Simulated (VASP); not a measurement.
# LiCl (P1) in VASP: single point with PBE

Aim: the single point of LiCl with PBE.

Everything below comes from runs of VASP 6.6.1. Logs are shortened: lines on timing, memory, paths and dates and some standing lists are left out, and cuts for length are marked.

## 1. The cell of the first run

The typed cell holds 8 atoms: a = 7.255 Å, b = 7.255 Å, c = 3.628 Å, α = 60.00°, β = 60.00°, γ = 60.00°.

## 2. Single point, PBE

Contents of INCAR:

```
SYSTEM = LiCl
PREC = Accurate
ENCUT = 650
EDIFF = 1E-6
ISMEAR = 1
SIGMA = 0.2
LREAL = .FALSE.
LASPH = .TRUE.
NELM = 120
ALGO = Normal
ISIF = 2
LWAVE = .FALSE.
LCHARG = .TRUE.
GGA = PE
LELF = .TRUE.
LVHAR = .TRUE.
NBANDS = 30
GGA_COMPAT = .FALSE.
```

Contents of KPOINTS:

```
Automatic mesh
0
Gamma
  2 2 2
  0.5 0.5 0.5
```

Contents of POSCAR:

```
LiCl
1.0
    0.0000000000      5.1303780000      5.1303780000
    5.1303780000      0.0000000000      5.1303780000
    2.5651890000      2.5651890000      0.0000000000
Li Cl
4 4
Direct
    0.0057715046     -0.0014451177     -0.0215317468
   -0.0103892930      0.4941772322      0.0243915750
    0.4954643693      0.0033115494     -0.0059911765
    0.5065134577      0.4962687934     -0.0117143415
    0.2461597372      0.2536862781      0.5056455879
    0.2495047149      0.7501019418      0.5021253795
    0.7541662622      0.2463145990      0.4954032627
    0.7501484296      0.7513543836      0.5002855540
```

Potentials or basis: VASP PAW PBE potentials, release 64 (Li_sv, Cl).

Started as:

```console
$ cat potpaw_PBE.64/Li_sv/POTCAR potpaw_PBE.64/Cl/POTCAR > POTCAR
$ mpirun -np 1 vasp_std > vasp.out
```

OUTCAR:

```text
SYSTEM = LiCl
   PREC = Accurate
   ENCUT = 650
   EDIFF = 1E-6
   ISMEAR = 1
   LREAL = .FALSE.
   LASPH = .TRUE.
   NELM = 120
   ISIF = 2
   GGA = PE

 ion  position               nearest neighbor table
   1  0.006  0.999  0.978-   6 2.50   7 2.53   5 2.54   8 2.58   6 2.59   7 2.60
   2  0.990  0.494  0.024-   7 2.48   8 2.54   5 2.55   5 2.57   8 2.57
   3  0.495  0.003  0.994-   5 2.53   8 2.56   6 2.56   7 2.57   5 2.60   8 2.61
   4  0.507  0.496  0.988-   7 2.55   8 2.56   6 2.57   7 2.57   5 2.58   6 2.62
   5  0.246  0.254  0.506-   3 2.53   1 2.54   2 2.55   2 2.57   4 2.58   3 2.60
   6  0.250  0.750  0.502-   1 2.50   3 2.56   4 2.57   1 2.59   4 2.62
   7  0.754  0.246  0.495-   2 2.48   1 2.53   4 2.55   4 2.57   3 2.57   1 2.60
   8  0.750  0.751  0.500-   2 2.54   4 2.56   3 2.56   2 2.57   1 2.58   3 2.61

  LATTYP: Found a base centered orthorhombic cell.
 ALAT       =     7.2554501477
 B/A-ratio  =     1.4142135624
 C/A-ratio  =     0.5000000000

  Lattice vectors:

 A1 = (  -2.5651890000,   2.5651890000,  -5.1303780000)
 A2 = (  -2.5651890000,   2.5651890000,   5.1303780000)
 A3 = (   2.5651890000,   2.5651890000,   0.0000000000)

Analysis of symmetry for initial positions (statically):
=====================================================================
 Subroutine PRICEL returns:
 Original cell was already a primitive cell.

 Routine SETGRP: Setting up the symmetry group for a
 base centered orthorhombic supercell.

 Subroutine GETGRP returns: Found  1 space group operations
 (whereof  1 operations were pure point group operations)
 out of a pool of  8 trial point group operations.

The static configuration has the point symmetry C_1 .

Analysis of symmetry for dynamics (positions and initial velocities):
=====================================================================
 Subroutine PRICEL returns:
 Original cell was already a primitive cell.

 Routine SETGRP: Setting up the symmetry group for a
 base centered orthorhombic supercell.

 Subroutine GETGRP returns: Found  1 space group operations
 (whereof  1 operations were pure point group operations)
 out of a pool of  8 trial point group operations.

The dynamic configuration has the point symmetry C_1 .

 Subroutine INISYM returns: Found  1 space group operations
 (whereof  1 operations are pure point group operations),
 and found     1 'primitive' translations

[... 80 lines left out ...]
   LNONCOLLINEAR =      F non collinear calculations
   LSORBIT =      F    spin-orbit coupling
   LASPH  =      T    aspherical Exc in radial PAW
   ENCUT  =  650.0 eV  47.77 Ry    6.91 a.u.  15.08 15.08  7.54*2*pi/ulx,y,z
   NELM   =    120;   NELMIN=  2; NELMDL= -5     # of ELM steps
   EDIFF  = 0.1E-05   stopping-criterion for ELM
   LREAL  =      F    real-space projection
[... 7 lines left out ...]
   TEBEG  =    0.0;   TEEND  =   0.0 temperature during run
   PSTRESS=    0.0 pullay stress
   NELECT =      40.0000    total number of electrons
   NUPDOWN=      -1.0000    fix difference up-down
   EMIN   =  10.00;   EMAX   =-10.00  energy-range for DOS
   EFERMI =   0.00;   METHOD = LEGACY
   ISMEAR =     1;   SIGMA  =   0.20  broadening in eV -4-tet -1-fermi 0-gaus
   EFERMI_NEDOS =   21; number of points for ismear=-14 and -15
   IALGO  =     38    algorithm
   IMIX   =      4    mixing-type and parameters
     AMIX     =   0.40;   BMIX     =  1.00
     AMIX_MAG =   1.60;   BMIX_MAG =  1.00
  volume/ion in A,a.u.               =      16.88       113.91
  Fermi-wavevector in a.u.,A,eV,Ry     =   1.091303  2.062264 16.203761  1.190943
  Thomas-Fermi vector in A             =   2.227546
   LORBIT       =      0    0 simple, 1 ext, 2 COOP (PROOUT), +10 PAW based schemes
   GGA     = PE    functional components
   LHFCALC =     F    Hartree Fock is set to
   AEXX    =    0.0000 exact exchange contribution
   IVDW    =     0    specifies the selected vdW correction
   LEPSILON=     F    determine dielectric tensor
   LRPA    =     F    only Hartree local field effects (RPA)
 non-spin polarized calculation
 Methfessel and Paxton  Order N= 1 SIGMA  =   0.20
  energy-cutoff  :      650.00
  volume of cell :      135.04
 maximum number of plane-waves:      5102
   NGX = 31   NGY = 31   NGZ = 15

 number of electron      39.9999992 magnetization

 Free energy of the ion-electron system (eV)
  ---------------------------------------------------
  ext. energy  EPLUGINS =         0.00000000
  ---------------------------------------------------
  free energy    TOTEN  =       -29.86257273 eV

  energy without entropy =      -29.86777938  energy(sigma->0) =      -29.86430828

 E-fermi :   0.6851     XC(G=0):  -8.7417

 val. band max:        0.5282312077   @ k =   0.2500   0.2500   0.2500
 cond. band min:       7.9254893873   @ k =   0.2500   0.2500   0.2500
 fundamental gap:      7.3972581796
 Fermi energy:         0.6851326398

 k-point     1 :       0.2500    0.2500    0.2500
  band No.  band energies     occupation
      1     -42.9563      2.00000
      2     -42.9410      2.00000
      3     -42.8907      2.00000
      4     -42.8792      2.00000
      5     -12.6825      2.00000
      6     -12.2148      2.00000
[... 121 lines left out ...]
     29      10.8352      0.00000
     30      10.8739      0.00000

------------------------ aborting loop because EDIFF is reached ----------------------------------------

  FORCE on cell =-STRESS in cart. coord.  units (eV):
  Direction    XX          YY          ZZ          XY          YZ          ZX
  --------------------------------------------------------------------------------------
  -------------------------------------------------------------------------------------
  Total       -0.9386507     -0.9647750      0.5894517     -1.4329030      0.0029374     -0.0102267
  in kB      -11.1369562    -11.4469170      6.9937603    -17.0011879      0.0348517     -0.1213381
  external PRESSURE =      -5.1967043 kB  Pullay stress =       0.0000000 kB

 VOLUME and BASIS-vectors are now :
 -----------------------------------------------------------------------------
  energy-cutoff  :      650.00
  volume of cell :      135.04
      direct lattice vectors                 reciprocal lattice vectors
     0.000000000  5.130378000  5.130378000    -0.097458706  0.097458706  0.097458706
     5.130378000  0.000000000  5.130378000     0.097458706 -0.097458706  0.097458706
     2.565189000  2.565189000  0.000000000     0.194917412  0.194917412 -0.194917412

 POSITION                                       TOTAL-FORCE (eV/Angst)
 -----------------------------------------------------------------------------------
      7.63292      2.53957      5.15257         0.007783      0.070743     -0.042862
      2.59789      5.13965      7.61239        -0.011220     -0.024636      0.135147
      2.56681      5.09174      2.55891        -0.007895      0.045624     -0.038885
      5.08119      5.13375      5.14465         0.078926     -0.052601     -0.010082
      2.59858      2.55997      2.56440        -0.083306      0.028878      0.028880
      5.13635      2.56810      5.12836        -0.058584      0.022465      0.034219
      2.53449      5.13996      5.13284         0.071895     -0.064067     -0.049006
      5.13806      5.13187      7.70328         0.002400     -0.026406     -0.057411
 -----------------------------------------------------------------------------------
    total drift:                               -0.000454      0.000169      0.000136

  FREE ENERGIE OF THE ION-ELECTRON SYSTEM (eV)
  ---------------------------------------------------
  free  energy   TOTEN  =       -29.8625727258 eV

  energy  without entropy=      -29.8677793789  energy(sigma->0) =      -29.86430828
```

OSZICAR:

```text
N       E                     dE             d eps       ncg     rms          rms(c)
DAV:   1     0.315364888588E+03    0.31536E+03   -0.19159E+04   240   0.152E+03
DAV:   2     0.316110244557E+01   -0.31220E+03   -0.29816E+03   314   0.322E+02
DAV:   3    -0.277370327393E+02   -0.30898E+02   -0.30775E+02   362   0.879E+01
DAV:   4    -0.298913713663E+02   -0.21543E+01   -0.21390E+01   408   0.228E+01
DAV:   5    -0.300880667388E+02   -0.19670E+00   -0.19667E+00   360   0.458E+00    0.483E+00
DAV:   6    -0.298386318814E+02    0.24943E+00   -0.56897E-01   336   0.312E+00    0.353E+00
DAV:   7    -0.298480441604E+02   -0.94123E-02   -0.26929E-01   384   0.199E+00    0.174E+00
DAV:   8    -0.298620198928E+02   -0.13976E-01   -0.45050E-02   344   0.107E+00    0.261E-01
DAV:   9    -0.298621033011E+02   -0.83408E-04   -0.36942E-03   384   0.273E-01    0.913E-02
DAV:  10    -0.298625244239E+02   -0.42112E-03   -0.55427E-04   336   0.128E-01    0.364E-02
DAV:  11    -0.298625723670E+02   -0.47943E-04   -0.80256E-05   352   0.519E-02    0.860E-03
DAV:  12    -0.298625727258E+02   -0.35882E-06   -0.28905E-06   306   0.873E-03
   1 F= -.29862573E+02 E0= -.29864308E+02  d E =0.520665E-02
```

Wall time 27 s (1 thread of Intel Xeon Platinum 8488C (Sapphire Rapids), shared host); peak memory 0.3 GiB.

What came out:

- Free energy: -29.8626 eV
- Pressure: -0.5 GPa
- Largest force: 0.138 eV/Å
- Band gap on the k mesh: 7.40 eV

Forces on the atoms (eV/Å):
```
Li   0.008  0.071 -0.043
Li  -0.011 -0.025  0.135
Li  -0.008  0.046 -0.039
Li   0.079 -0.053 -0.010
Cl  -0.083  0.029  0.029
Cl  -0.059  0.022  0.034
Cl   0.072 -0.064 -0.049
Cl   0.002 -0.026 -0.057
```

Stress tensor (GPa, compression positive):
```
-1.11 -1.70 -0.01
-1.70 -1.14  0.00
-0.01  0.00  0.70
```

Caveat: the k points lie up to 0.87 Å⁻¹ apart; a shifted mesh leaves out Γ, where band edges can lie.
